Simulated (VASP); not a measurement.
A run of VASP 6.6.1 is set up as follows.

Contents of INCAR:

```
SYSTEM = Fe
PREC = Accurate
ENCUT = 600
EDIFF = 1E-7
ISMEAR = -1
SIGMA = 0.1
LREAL = .False.
LASPH = .True.
NELM = 120
ALGO = Normal
ISIF = 3
LWAVE = .False.
LCHARG = .False.
GGA = PE
IBRION = 2
NSW = 80
EDIFFG = -0.01
GGA_COMPAT = .False.
NELMIN = 4
```

KPOINTS

```
regular mesh
0
Gamma
  6 6 4
  0 0 0
```

POSCAR

```
Fe
1.0
    1.2557558180     -2.1750328787      0.0000000000
    1.2557558180      2.1750328787      0.0000000000
    0.0000000000      0.0000000000      4.0456540052
Fe
2
Direct
    0.3333333333      0.6666666667      0.2500000000
    0.6666666667      0.3333333333      0.7500000000
```

Potentials or basis: VASP PAW PBE potentials, release 64 (Fe).

Command:

```console
$ cat potpaw_PBE.64/Fe/POTCAR > POTCAR
$ mpirun -np 1 vasp_std > vasp.out
```

Task: What does it give for the band gap on the k mesh?

Result: Zero (bands 8 and 9 overlap by 1.66 eV).

Task: Estimate the relaxed volume.

Result: 10.21 Å³/atom.

Task: Predict the relaxed cell.

Result: a = 2.467 Å, b = 2.467 Å, c = 3.877 Å, α = 90.00°, β = 90.00°, γ = 120.00°.

Step by step:
| step | energy change (eV) | largest force (eV/Å) | pressure (GPa) | volume (Å³) |
| --- | --- | --- | --- | --- |
| 1 | 0.0000 | 0.0000 | -18.62 | 22.10 |
| 2 | 0.1445 | 0.0000 | 42.23 | 18.24 |
| 3 | -0.1129 | 0.0000 | -0.13 | 20.43 |
| 4 | -0.1130 | 0.0000 | 0.42 | 20.40 |
| 5 | -0.1130 | 0.0000 | 0.89 | 20.36 |
| 6 | -0.1155 | 0.0000 | 0.41 | 20.40 |
| 7 | -0.1157 | 0.0000 | 0.48 | 20.39 |
| 8 | -0.1156 | 0.0000 | -0.59 | 20.47 |
| 9 | -0.1157 | 0.0000 | 0.03 | 20.43 |

Caveat: the k points lie up to 0.49 Å⁻¹ apart in the final cell, too coarse for converged energies and pressures of a metal; the run has no spin polarisation, though such a crystal can be magnetic. Spin polarisation is off, so any magnetic state and its effect on volume and gap are missing.
